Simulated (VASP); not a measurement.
# Li5Os (P-6m2) in VASP: further runs

Li5Os is run at these levels: PBE; tasks: single point, relaxation of cell and atoms.

Everything below comes from runs of VASP 6.6.1. Logs are shortened: lines on timing, memory, paths and dates and some standing lists are left out, and cuts for length are marked.

**1. The cell of the first run**

It takes space group P-6m2 (No. 187, hexagonal). The conventional cell has a = 2.720 Å, b = 2.720 Å, c = 14.802 Å, α = 90.00°, β = 90.00°, γ = 120.00°. Within 3.6 Å of Li (site symmetry 3m) lie 12 Li at 2.72 to 3.07 Å. Within 3.6 Å of Li (site symmetry 3m) lie 3 Os at 2.71 Å and 9 Li at 2.72 to 3.07 Å. Within 3.6 Å of Li (site symmetry -6m2) lie 12 Li at 2.72 to 3.00 Å. Os (site symmetry -6m2) has 6 Li at 2.71 Å and 6 Os at 2.72 Å within 3.6 Å.

**2. Single point, PBE**

The input, INCAR:

```
PREC = Accurate ; ENCUT = 520
EDIFF = 1E-7 ; ISMEAR = 0
SIGMA = 0.1 ; LREAL = False
LASPH = True ; NELM = 100
ALGO = Normal ; ISIF = 2
LWAVE = False ; LCHARG = False
GGA = PE ; NBANDS = 20
```

The input, KPOINTS:

```
regular mesh
0
Gamma
  18 18 4
```

The input, POSCAR:

```
Li5Os
1.0
    2.7204882467      0.0000000000      0.0000000000
   -1.3602441233      2.3560119323      0.0000000000
    0.0000000000      0.0000000000     14.8022676119
Li Os
5 1
Direct
    0.0000000000      0.0000000000      0.6728119766
    0.3333333333      0.6666666667      0.8512041504
    0.3333333333      0.6666666667      0.1487958496
    0.0000000000      0.0000000000      0.3271880234
    0.6666666667      0.3333333333      0.5000000000
    0.6666666667      0.3333333333      0.0000000000
```

Potentials or basis: VASP PAW PBE potentials, release 64 (Li_sv, Os).

Launch:

```sh
cat potpaw_PBE.64/Li_sv/POTCAR potpaw_PBE.64/Os/POTCAR > POTCAR
mpirun -np 1 vasp_std > vasp.out
```

OUTCAR:

```text
PREC = Accurate
   ENCUT = 520
   EDIFF = 1E-7
   ISMEAR = 0
   LREAL = False
   LASPH = True
   NELM = 100
   ISIF = 2
   GGA = PE

 ion  position               nearest neighbor table
   1  0.000  0.000  0.673-
   2  0.333  0.667  0.851-   6 2.71   6 2.71   6 2.71
   3  0.333  0.667  0.149-   6 2.71   6 2.71   6 2.71
   4  0.000  0.000  0.327-
   5  0.667  0.333  0.500-
   6  0.667  0.333  0.000-   2 2.71   3 2.71   2 2.71   3 2.71   2 2.71   3 2.71

  LATTYP: Found a hexagonal cell.
 ALAT       =     2.7204882467
 C/A-ratio  =     5.4410334725

  Lattice vectors:

 A1 = (   2.7204882467,   0.0000000000,   0.0000000000)
 A2 = (  -1.3602441233,   2.3560119323,   0.0000000000)
 A3 = (   0.0000000000,   0.0000000000,  14.8022676119)

Analysis of symmetry for initial positions (statically):
=====================================================================
 Subroutine PRICEL returns:
 Original cell was already a primitive cell.

 Routine SETGRP: Setting up the symmetry group for a
 hexagonal supercell.

 Subroutine GETGRP returns: Found 12 space group operations
 (whereof 12 operations were pure point group operations)
 out of a pool of 24 trial point group operations.

The static configuration has the point symmetry D_3h.

Analysis of symmetry for dynamics (positions and initial velocities):
=====================================================================
 Subroutine PRICEL returns:
 Original cell was already a primitive cell.

 Routine SETGRP: Setting up the symmetry group for a
 hexagonal supercell.

 Subroutine GETGRP returns: Found 12 space group operations
 (whereof 12 operations were pure point group operations)
 out of a pool of 24 trial point group operations.

The dynamic configuration has the point symmetry D_3h.

 Subroutine INISYM returns: Found 12 space group operations
 (whereof 12 operations are pure point group operations),
 and found     1 'primitive' translations

----------------------------------------------------------------------------------------

                                     Primitive cell

  volume of cell :      94.8752

  direct lattice vectors                    reciprocal lattice vectors
     2.720488247  0.000000000  0.000000000     0.367581077  0.212223034  0.000000000
    -1.360244123  2.356011932  0.000000000     0.000000000  0.424446068  0.000000000
     0.000000000  0.000000000 14.802267612     0.000000000  0.000000000  0.067557217

  length of vectors
     2.720488247  2.720488247 14.802267612     0.424446068  0.424446068  0.067557217

  position of ions in fractional coordinates (direct lattice)
     0.000000000  0.000000000  0.672811977
     0.333333333  0.666666667  0.851204150
     0.333333333  0.666666667  0.148795850
     0.000000000  0.000000000  0.327188023
     0.666666667  0.333333333  0.500000000
     0.666666667  0.333333333  0.000000000

  ion indices of the primitive-cell ions
   primitive index   ion index
                 1           1
                 2           2
                 3           3
                 4           4
                 5           5
                 6           6

----------------------------------------------------------------------------------------

 KPOINTS: regular mesh

Automatic generation of k-mesh.
 Grid dimensions read from file:
 generate k-points for:   18   18    4

 Generating k-lattice:

  Cartesian coordinates                     Fractional coordinates (reciprocal lattice)
     0.020421171  0.011790169  0.000000000     0.055555556  0.000000000  0.000000000
     0.000000000  0.023580337  0.000000000     0.000000000  0.055555556  0.000000000
     0.000000000  0.000000000  0.016889304     0.000000000  0.000000000  0.250000000

  Length of vectors
     0.023580337  0.023580337  0.016889304

  Shift w.r.t. Gamma in fractional coordinates (k-lattice)
     0.000000000  0.000000000  0.000000000

 Subroutine IBZKPT returns following result:
 ===========================================

 Found    111 irreducible k-points:

 Following reciprocal coordinates:
            Coordinates               Weight
  0.000000  0.000000  0.000000      1.000000
  0.055556  0.000000  0.000000      6.000000
  0.111111  0.000000  0.000000      6.000000
  0.166667  0.000000  0.000000      6.000000
  0.222222  0.000000  0.000000      6.000000
  0.277778  0.000000  0.000000      6.000000
[... 16 lines left out ...]
  0.333333  0.111111  0.000000     12.000000
  0.388889  0.111111  0.000000     12.000000
 [... further k-points ...]
   k-points           NKPTS =    111   k-points in BZ     NKDIM =    111   number of bands    NBANDS=     20
   number of dos      NEDOS =    301   number of ions     NIONS =      6
   total plane-waves  NPLWV =  44800
   dimension x,y,z NGX =    20 NGY =   20 NGZ =  112
   dimension x,y,z NGXF=    40 NGYF=   40 NGZF=  224
   ions per type =               5   1
   NGX,Y,Z   is equivalent  to a cutoff of  12.22, 12.22, 12.58 a.u.
   NGXF,Y,Z  is equivalent  to a cutoff of  24.44, 24.44, 25.16 a.u.
 SYSTEM =  unknown system
   PREC   = accura    normal or accurate (medium, high low for compatibility)
   ISTART =      0    job   : 0-new  1-cont  2-samecut
   ICHARG =      2    charge: 1-file 2-atom 10-const
   ISPIN  =      1    spin polarized calculation?
   LNONCOLLINEAR =      F non collinear calculations
   LSORBIT =      F    spin-orbit coupling
   LASPH  =      T    aspherical Exc in radial PAW
   ENCUT  =  520.0 eV  38.22 Ry    6.18 a.u.   5.06  5.06 27.52*2*pi/ulx,y,z
   NELM   =    100;   NELMIN=  2; NELMDL= -5     # of ELM steps
   EDIFF  = 0.1E-06   stopping-criterion for ELM
   LREAL  =      F    real-space projection
   EDIFFG = 0.1E-05   stopping-criterion for IOM
   NSW    =      0    number of steps for IOM
   IBRION =     -1    ionic relax: 0-MD 1-quasi-New 2-CG
   NFREE  =      0    steps in history (QN), initial steepest desc. (CG)
   ISIF   =      2    stress and relaxation
   ISYM   =      2    0-nonsym 1-usesym 2-fastsym
   POTIM  = 0.5000    time-step for ionic-motion
   TEBEG  =    0.0;   TEEND  =   0.0 temperature during run
   PSTRESS=    0.0 pullay stress
   NELECT =      23.0000    total number of electrons
   NUPDOWN=      -1.0000    fix difference up-down
   EMIN   =  10.00;   EMAX   =-10.00  energy-range for DOS
   EFERMI =   0.00;   METHOD = LEGACY
   ISMEAR =     0;   SIGMA  =   0.10  broadening in eV -4-tet -1-fermi 0-gaus
   EFERMI_NEDOS =   21; number of points for ismear=-14 and -15
   IALGO  =     38    algorithm
   IMIX   =      4    mixing-type and parameters
     AMIX     =   0.40;   BMIX     =  1.00
     AMIX_MAG =   1.60;   BMIX_MAG =  1.00
  volume/ion in A,a.u.               =      15.81       106.71
  Fermi-wavevector in a.u.,A,eV,Ry     =   1.020783  1.928999 14.177231  1.041997
  Thomas-Fermi vector in A             =   2.154371
   LORBIT       =      0    0 simple, 1 ext, 2 COOP (PROOUT), +10 PAW based schemes
   GGA     = PE    functional components
   LHFCALC =     F    Hartree Fock is set to
   AEXX    =    0.0000 exact exchange contribution
   IVDW    =     0    specifies the selected vdW correction
   LEPSILON=     F    determine dielectric tensor
   LRPA    =     F    only Hartree local field effects (RPA)
 non-spin polarized calculation
 Gauss-broadening in eV      SIGMA  =   0.10
  energy-cutoff  :      520.00
  volume of cell :       94.88
 maximum number of plane-waves:      2598
   NGX = 11   NGY = 11   NGZ = 55

 number of electron      23.0000000 magnetization

 Free energy of the ion-electron system (eV)
  ---------------------------------------------------
  ext. energy  EPLUGINS =         0.00000000
  ---------------------------------------------------
  free energy    TOTEN  =       -20.16493635 eV

  energy without entropy =      -20.14656563  energy(sigma->0) =      -20.15575099

 E-fermi :   2.3180     XC(G=0):  -8.6020

 val. band max:        2.3070328022   @ k =   0.3333   0.0556   0.5000
 cond. band min:       2.3195134412   @ k =   0.3333   0.1667   0.2500
 fundamental gap:      0.0124806391
 Fermi energy:         2.3180019813

 k-point     1 :       0.0000    0.0000    0.0000
  band No.  band energies     occupation
      1     -43.9581      2.00000
      2     -43.9546      2.00000
      3     -43.9344      2.00000
      4     -43.4876      2.00000
      5     -43.4869      2.00000
      6      -5.4154      2.00000
[... 12 lines left out ...]
     19       9.2119      0.00000
     20      12.8304      0.00000

 k-point     2 :       0.0556    0.0000    0.0000
  band No.  band energies     occupation
      1     -43.9567      2.00000
      2     -43.9533      2.00000
      3     -43.9332      2.00000
      4     -43.4862      2.00000
      5     -43.4856      2.00000
      6      -5.2834      2.00000
[... 12 lines left out ...]
     19       9.2413      0.00000
     20      12.8939      0.00000

 k-point     3 :       0.1111    0.0000    0.0000
  band No.  band energies     occupation
      1     -43.9527      2.00000
      2     -43.9496      2.00000
      3     -43.9296      2.00000
      4     -43.4823      2.00000
      5     -43.4818      2.00000
      6      -4.9018      2.00000
[... 12 lines left out ...]
     19       9.3267      0.00000
     20      13.0700      0.00000

 k-point     4 :       0.1667    0.0000    0.0000
  band No.  band energies     occupation
      1     -43.9465      2.00000
      2     -43.9437      2.00000
      3     -43.9242      2.00000
      4     -43.4764      2.00000
      5     -43.4759      2.00000
      6      -4.3209      2.00000
[... 429 lines left out ...]
 k-point    23 :       0.3333    0.1111    0.0000
  band No.  band energies     occupation
      1     -43.9152      2.00000
      2     -43.9145      2.00000
      3     -43.8971      2.00000
      4     -43.4463      2.00000
      5     -43.4463      2.00000
      6      -2.5441      2.00000
[... 12 lines left out ...]
     19       8.2605      0.00000
     20       9.4621      0.00000

 k-point    24 :       0.3889    0.1111    0.0000
  band No.  band energies     occupation
      1     -43.9113      2.00000
      2     -43.9110      2.00000
      3     -43.8938      2.00000
      4     -43.4427      2.00000
      5     -43.4426      2.00000
      6      -2.6534      2.00000
[... 12 lines left out ...]
     19       7.7504      0.00000
     20       9.0813      0.00000

 [... further k-points ...]

------------------------ aborting loop because EDIFF is reached ----------------------------------------

  FORCE on cell =-STRESS in cart. coord.  units (eV):
  Direction    XX          YY          ZZ          XY          YZ          ZX
  --------------------------------------------------------------------------------------
  -------------------------------------------------------------------------------------
  Total       -0.0918827     -0.0918827     -0.1177764     -0.0000000      0.0000000      0.0000000
  in kB       -1.5516431     -1.5516431     -1.9889144     -0.0000000      0.0000000      0.0000000
  external PRESSURE =      -1.6974002 kB  Pullay stress =       0.0000000 kB

 VOLUME and BASIS-vectors are now :
 -----------------------------------------------------------------------------
  energy-cutoff  :      520.00
  volume of cell :       94.88
      direct lattice vectors                 reciprocal lattice vectors
     2.720488247  0.000000000  0.000000000     0.367581077  0.212223034  0.000000000
    -1.360244123  2.356011932  0.000000000     0.000000000  0.424446068  0.000000000
     0.000000000  0.000000000 14.802267612     0.000000000  0.000000000  0.067557217

 POSITION                                       TOTAL-FORCE (eV/Angst)
 -----------------------------------------------------------------------------------
      0.00000      0.00000      9.95914        -0.000000     -0.000000     -0.001858
     -0.00000      1.57067     12.59975        -0.000000     -0.000000      0.013337
     -0.00000      1.57067      2.20252        -0.000000      0.000000     -0.013337
      0.00000      0.00000      4.84312        -0.000000     -0.000000      0.001858
      1.36024      0.78534      7.40113         0.000000     -0.000000     -0.000000
      1.36024      0.78534      0.00000        -0.000000     -0.000000     -0.000000
 -----------------------------------------------------------------------------------
    total drift:                               -0.000002      0.000001      0.000000

  FREE ENERGIE OF THE ION-ELECTRON SYSTEM (eV)
  ---------------------------------------------------
  free  energy   TOTEN  =       -20.1649363489 eV

  energy  without entropy=      -20.1465656332  energy(sigma->0) =      -20.15575099
```

Run time: 2.1 min. Hardware: 1 thread of Intel Xeon 6975P-C (Granite Rapids), shared host; peak memory 0.32 GiB.

What came out:

```yaml
Free_energy: -20.1649 eV
Largest_force: 0.013 eV/Å
```

Forces in eV/Å, atoms in the order of the input:
```
Li   0.000  0.000 -0.002
Li   0.000  0.000  0.013
Li   0.000  0.000 -0.013
Li   0.000  0.000  0.002
Li   0.000  0.000  0.000
Os   0.000  0.000  0.000
```

Caveat: the cutoff is under 1.25 times the usual one of these potentials, so pressure, stress and relaxed cells hold a basis-set (Pulay) error; spin-orbit coupling is left out, which moves the levels of the heavy elements.

**3. Relaxation of cell and atoms, PBE**

The input, INCAR:

```
  PREC = Accurate
  ENCUT = 600
  EDIFF = 1E-6
  ISMEAR = 0
  SIGMA = 0.1
  LREAL = F
  LASPH = T
  NELM = 100
  ALGO = Normal
  ISIF = 3
  LWAVE = F
  LCHARG = F
  GGA = PE
  IBRION = 2
  NSW = 100
  EDIFFG = -0.01
```

The input, KPOINTS:

```
Automatic mesh
0
Gamma
  18 18 4
```

The input, POSCAR:

```
Li5Os
1.0
    2.7176001623      0.0000000000      0.0000000000
   -1.3588000811      2.3535107779      0.0000000000
    0.0000000000      0.0000000000     14.8210661195
Li Os
5 1
Direct
    0.0000000000      0.0000000000      0.6722664275
    0.3333333333      0.6666666667      0.8511120987
    0.3333333333      0.6666666667      0.1488879013
    0.0000000000      0.0000000000      0.3277335725
    0.6666666667      0.3333333333      0.5000000000
    0.6666666667      0.3333333333      0.0000000000
```

Potentials or basis: VASP PAW PBE potentials, release 64 (Li_sv, Os).

Launch:

```sh
cat potpaw_PBE.64/Li_sv/POTCAR potpaw_PBE.64/Os/POTCAR > POTCAR
mpirun -np 1 vasp_std > vasp.out
```

Wall time 4.2 min (1 thread of Intel Xeon 6975P-C (Granite Rapids), shared host); peak memory 0.38 GiB.

The run converged. Its results:

```
Free energy                            : -20.1659 eV
Relaxed volume                         : 15.75 Å³/atom
Relaxed cell                           : a = 2.718 Å, b = 2.718 Å, c = 14.777 Å, α = 90.00°, β = 90.00°, γ = 120.00°
Space group after relaxing (to 0.05 Å) : P-6m2 (No. 187)
Energy gained by relaxing              : 0.1 meV/atom
Ionic steps                            : 3
Pressure after relaxing                : 0.0 GPa
Largest force after relaxing           : 0.010 eV/Å
```

Forces on the atoms (eV/Å):
```
Li   0.000  0.000  0.010
Li   0.000  0.000 -0.002
Li   0.000  0.000  0.002
Li   0.000  0.000 -0.010
Li   0.000  0.000  0.000
Os   0.000  0.000  0.000
```

The path:
```tsv
step	energy change (eV)	largest force (eV/Å)	pressure (GPa)	volume (Å³)
1	0.0000	0.0165	-0.11	94.79
2	-0.0003	0.0104	-0.05	94.64
3	-0.0004	0.0099	0.01	94.52
```

Final structure:
```
Li Os
1.0
     2.71777    0.00000    0.00000
    -1.35889    2.35366    0.00000
     0.00000    0.00000   14.77710
Li Os
5 1
Direct
  0.00000 0.00000 0.67233
  0.33333 0.66667 0.85121
  0.33333 0.66667 0.14879
  0.00000 0.00000 0.32767
  0.66667 0.33333 0.50000
  0.66667 0.33333 0.00000
```

Levels at points of the mesh, in eV from the Fermi level:
```
           k point  band 8  band 9  band 10  band 11  band 12  band 13  band 14  band 15
(0.00, 0.00, 0.00)   -3.42   -3.30    -1.98    -1.98    -1.77    -1.77    -0.59     1.14
(0.50, 0.00, 0.00)   -1.73    0.10     0.35     0.66     0.96     1.38     1.45     3.25
(0.00, 0.00, 0.50)   -3.69   -2.80    -2.74    -1.77    -1.77    -1.22    -0.95     1.14
(0.50, 0.00, 0.50)   -1.73    0.10     0.30     0.80     1.03     1.04     1.63     3.24
```

Caveat: the cutoff is under 1.25 times the usual one of these potentials, so pressure, stress and relaxed cells hold a basis-set (Pulay) error; spin-orbit coupling is left out, which moves the levels of the heavy elements.

**4. Single point, PBE**

This run uses another cell than the first one, of 19.88 Å³/atom, 1.257 times its volume.

The input, INCAR:

```
SYSTEM = Li5Os
ALGO = Normal
EDIFF = 1E-7
ENCUT = 520
GGA = PE
ISIF = 2
ISMEAR = 0
LASPH = .True.
LCHARG = .False.
LREAL = .False.
LWAVE = .False.
NBANDS = 20
NELM = 100
PREC = Accurate
SIGMA = 0.1
```

The input, KPOINTS:

```
k-points
0
Gamma
  6 6 2
  0 0 0
```

The input, POSCAR:

```
Li5Os
1.0
    3.1154846100      0.0000000000      0.0000000000
   -1.5577423000      2.6980888100      0.0000000000
    0.0000000000      0.0000000000     14.1874257700
Li Os
5 1
Direct
    0.0000000000      0.0000000000      0.6712279500
    0.3333333300      0.6666666700      0.8424559100
    0.3333333300      0.6666666700      0.1575440900
    0.0000000000      0.0000000000      0.3287720500
    0.6666666700      0.3333333300      0.5000000000
    0.6666666700      0.3333333300      0.0000000000
```

Launch:

```sh
cat potpaw_PBE.64/Li_sv/POTCAR potpaw_PBE.64/Os/POTCAR > POTCAR
mpirun -np 1 vasp_std > vasp.out
```

Run time: 26 s. Hardware: 1 thread of Intel Xeon 6975P-C (Granite Rapids), shared host; peak memory 0.23 GiB.

The run converged. Its results:

```
Free energy   : -18.7276 eV
Largest force : 0.699 eV/Å
```

Forces on the atoms (eV/Å):
```
Li   0.000  0.000 -0.167
Li   0.000  0.000  0.699
Li   0.000  0.000 -0.699
Li   0.000  0.000  0.167
Li   0.000  0.000  0.000
Os   0.000  0.000  0.000
```

Levels at points of the mesh, in eV from the Fermi level:
| k point | band 8 | band 9 | band 10 | band 11 | band 12 | band 13 | band 14 | band 15 |
| --- | --- | --- | --- | --- | --- | --- | --- | --- |
| (0.00, 0.00, 0.00) | -2.95 | -2.34 | -1.14 | -1.04 | -0.96 | -0.96 | 0.51 | 0.51 |
| (0.50, 0.00, 0.00) | -1.26 | -0.04 | 0.06 | 0.32 | 0.73 | 0.98 | 1.33 | 1.66 |
| (0.00, 0.00, 0.50) | -2.93 | -2.14 | -1.79 | -0.96 | -0.96 | -0.13 | 0.16 | 0.51 |
| (0.50, 0.00, 0.50) | -1.25 | -0.04 | -0.02 | 0.53 | 0.73 | 0.76 | 1.46 | 1.66 |

Caveat: the k points lie up to 0.39 Å⁻¹ apart; the cutoff is under 1.25 times the usual one of these potentials, so pressure, stress and relaxed cells hold a basis-set (Pulay) error; spin-orbit coupling is left out, which moves the levels of the heavy elements.

**5. Summary**

```csv
task,cell,k mesh,cutoff (eV),gap on the mesh (eV),largest force (eV/Å)
single point,"a = 2.720, b = 2.720, c = 14.802 Å, angles 90.0, 90.0, 120.0°, 6 atoms",18 × 18 × 4,520,none,0.01
relaxation of cell and atoms,"relaxed from a = 2.718, b = 2.718, c = 14.821 Å, angles 90.0, 90.0, 120.0°, 6 atoms",18 × 18 × 4,600,none,0.01
single point,"a = 3.115, b = 3.115, c = 14.187 Å, angles 90.0, 90.0, 120.0°, 6 atoms",6 × 6 × 2,520,none,0.70
```

Alike in all rows: level PBE; potentials or basis VASP PAW PBE potentials, release 64 (Li_sv, Os); no spin polarisation; smearing gaussian 0.1 eV.

Caveats: some runs use coarse meshes; the cutoff is under 1.25 times the usual one of these potentials, so pressure, stress and relaxed cells hold a basis-set (Pulay) error; spin-orbit coupling is left out, which moves the levels of the heavy elements.

Total energies depend on the potentials used, so only differences within one code and one set of settings carry meaning.
